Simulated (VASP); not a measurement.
# Bi2Se3: single point with PBE+D3(BJ)

The system is Bi2Se3.

```
CELL_PARAMETERS angstrom
2.05409 1.18593 9.46512
-2.05409 1.18593 9.46512
0.00000 -2.37186 9.46512
ATOMIC_POSITIONS crystal
Bi 0.40080 0.40080 0.40080
Bi 0.59920 0.59920 0.59920
Se 0.00000 0.00000 0.00000
Se 0.21170 0.21170 0.21170
Se 0.78830 0.78830 0.78830
```

```yaml
Program: VASP 6.6.1
Task: single point
Functional: PBE
Dispersion: D3(BJ)
Potentials_or_basis: VASP PAW PBE potentials, release 64 (Bi_d, Se)
Cutoff: 520 eV
k_mesh: 5 × 5 × 5
Occupations: gaussian, width 0.01 eV
Spin: no spin polarisation
Dipole_correction: no
Further_INCAR_settings: ALGO = Normal; EDIFF = 1e-07; NBANDS = 32
```

| Property | Result |
| --- | --- |
| Pressure | 1.8 GPa |
| Largest force | 0.397 eV/Å |
| Band gap on the k mesh | 0.20 eV |
| Dispersion energy per atom | -0.411 eV |

Forces on the atoms (eV/Å):
```
Bi   0.000  0.000 -0.297
Bi   0.000  0.000  0.297
Se   0.000  0.000  0.000
Se   0.000  0.000 -0.397
Se   0.000  0.000  0.397
```

Levels at points of the mesh, in eV from the valence-band top:
```
           k point  band 20  band 21  band 22  band 23  band 24  band 25  band 26  band 27  band 28  band 29
(0.00, 0.00, 0.00)    -1.96    -1.96    -1.29    -1.29     0.00     0.20     1.37     1.37     2.12     2.74
```

Run time: 13 min on 1 thread of Intel(R) Xeon(R) Platinum 8259CL CPU @ 2.50GHz (Skylake/Cascade Lake), with other jobs on the host, peak memory 0.9 GiB.

Caveat: spin-orbit coupling is left out, which moves the levels of the heavy elements. A k mesh can miss the band edges.
